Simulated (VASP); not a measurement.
Al2O3:

```xyz
5
Lattice="3.0175 0.0000 0.0000 -1.5087 2.6132 0.0000 0.0000 0.0000 7.5746" Properties=species:S:1:pos:R:3 pbc="T T T"
Al    0.0000    0.0000    2.1054
Al    0.0000    0.0000    5.4693
O     0.0000    1.7421    1.5108
O     1.5087    0.8711    6.0638
O     0.0000    0.0000    3.7873
```

- Program: VASP 6.6.1
- Task: relaxation of cell and atoms
- Functional: LDA
- Potentials or basis: VASP PAW LDA potentials, release 64 (Al, O)
- Cutoff: 600 eV
- k mesh: 12 × 12 × 4
- Occupations: gaussian, width 0.01 eV
- Spin: no spin polarisation

At the start: pressure -7.8 GPa; volume 11.95 Å³/atom.

How do energy, volume and symmetry change on relaxing?

Over 22 steps the energy falls by 15.6 meV/atom and the volume is 11.09 Å³/atom (-7.2 %); space group P-3m1 (No. 164, to 0.1 Å) before and after.

The path:
| step | energy change (eV) | largest force (eV/Å) | pressure (GPa) | volume (Å³) |
| --- | --- | --- | --- | --- |
| 1 | 0.0000 | 0.4309 | -7.81 | 59.73 |
| 2 | -0.0017 | 0.6552 | 8.79 | 54.84 |
| 3 | -0.0698 | 0.2540 | -0.14 | 57.19 |
| 4 | -0.0641 | 0.5765 | -0.15 | 56.93 |
| 5 | -0.0719 | 0.0945 | -0.17 | 57.10 |
| 6 | -0.0725 | 0.0535 | -0.06 | 57.00 |
| 7 | -0.0726 | 0.0410 | 0.03 | 56.93 |
| 8 | -0.0729 | 0.0383 | -0.08 | 56.91 |
| 9 | -0.0737 | 0.0288 | -0.41 | 56.84 |
| 10 | -0.0743 | 0.0678 | -1.07 | 56.71 |
| 11 | -0.0744 | 0.0684 | -1.07 | 56.69 |
| 12 | -0.0746 | 0.0676 | -1.05 | 56.65 |
| 13 | -0.0750 | 0.0664 | -1.00 | 56.57 |
| 14 | -0.0757 | 0.0635 | -0.88 | 56.41 |
| 15 | -0.0767 | 0.0594 | -0.68 | 56.09 |
| 16 | -0.0773 | 0.1149 | -0.22 | 55.45 |
| 17 | -0.0774 | 0.1034 | -0.33 | 55.59 |
| 18 | -0.0778 | 0.0192 | -0.19 | 55.49 |
| 19 | -0.0778 | 0.0169 | -0.14 | 55.46 |
| 20 | -0.0778 | 0.0148 | -0.14 | 55.46 |
| 21 | -0.0778 | 0.0125 | -0.14 | 55.46 |
| 22 | -0.0778 | 0.0043 | -0.06 | 55.44 |

Final structure:
```
Al O
1.0
     2.96560    0.00000    0.00000
    -1.48280    2.56828    0.00000
     0.00000    0.00000    7.27906
Al O
2 3
Cartesian
  0.0000 0.0000 1.9763
  0.0000 0.0000 5.3027
  0.0000 1.7122 1.3934
  1.4828 0.8561 5.8857
  0.0000 0.0000 3.6395
```
